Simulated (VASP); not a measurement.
The system is GaSb.

```xyz
2
Lattice="0.0000 3.0659 3.0659 3.1885 0.0000 3.0659 3.1885 3.0659 0.0000" Properties=species:S:1:pos:R:3 pbc="T T T"
Ga    0.0000    0.0000    0.0000
Sb    1.5943    1.5329    1.5329
```

This cell differs from its parent crystal: uniaxial x strain +4.0%.

Base run:

```yaml
Program: VASP 6.6.1
Functional: r2SCAN
Potentials_or_basis: VASP PAW PBE potentials, release 64 (Ga_d, Sb)
Cutoff: 520 eV
k_mesh: 8 × 8 × 8
Occupations: fermi-dirac, width 0.02 eV
Spin: no spin polarisation
```

Its results: pressure -1.8 GPa.

Question: The run is repeated on the same cell with these changes: functional from r2SCAN to PBE; further incar settings from ALGO = Normal; EDIFF = 1e-06; NBANDS = 16 to ALGO = Normal; EDIFF = 1e-07; NBANDS = 16. What comes out?

Answer: Pressure 0.1 GPa.

Caveats: the PAW data sets were made with another functional, which shifts forces and pressure a little (some runs).
